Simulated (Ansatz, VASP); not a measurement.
One calculation of Ti, two programs

The input INCAR:

```
SYSTEM = Ti
ALGO = Normal
EDIFF = 1E-6
ENCUT = 520
GGA = PS
ISIF = 2
ISMEAR = 0
LASPH = .True.
LCHARG = .False.
LREAL = .False.
LWAVE = .False.
NBANDS = 12
NELM = 80
PREC = Accurate
SIGMA = 0.15
```

The input KPOINTS:

```
k-points
0
Gamma
  20 20 20
  0 0 0
```

File POSCAR:

```
Ti
1.0
   -1.5753600000      1.5753600000      1.5097200000
    1.5753600000     -1.5753600000      1.5097200000
    1.5753600000      1.5753600000     -1.5097200000
Ti
1
Direct
    0.0000000000      0.0000000000      0.0000000000
```

Input for Ansatz:

```yaml
crystal:
  lattice:
    - [-1.57536, 1.57536, 1.50972]
    - [1.57536, -1.57536, 1.50972]
    - [1.57536, 1.57536, -1.50972]
  atoms:
    - { symbol: Ti, position: [0.0, 0.0, 0.0] }
basis:
  ecutwfc: 420
kpoints:
  mp_grid: { grid: [20, 20, 20] }
hamiltonian:
  xc: pbesol
scf:
  occupations: { method: gaussian, width: 0.15 }
output:
  forces: true
  stress: true
  eigenvalues: true
  write_density: true
  write_potential: true
  elf: true
  volumetric_format: npy
```

Change from the starting cell: strain -0.040 along x and y, -0.080 along z, atoms carried along.

Alike in both runs: task single point; functional PBEsol; k mesh 20 × 20 × 20; occupations gaussian, width 0.15 eV; no spin polarisation.

|  | VASP | Ansatz |
| --- | --- | --- |
| version | VASP 6.6.1 | Ansatz 0.2.0 |
| potentials or method | VASP PAW PBE potentials, release 64 (Ti_sv), cutoff 520 eV | scalar-relativistic, plane waves, PAW |
| valence electrons in the cell | 12 | 12 |

|  | VASP | Ansatz | Ansatz less VASP |
| --- | --- | --- | --- |
| gap on the k mesh at the Fermi level (eV) | none | none | - |
| pressure (GPa) | 12.7 | 13.2 | +0.45 |
| traceless stress, the component that is largest in VASP (GPa) | -0.63 | -0.62 | +0.009 |

VASP's potentials were made for PBE, not for PBEsol. A gap of «none» marks a metal or a gap that the smearing closes. With one functional, cell and mesh, what is left measures potentials, basis and numerics.
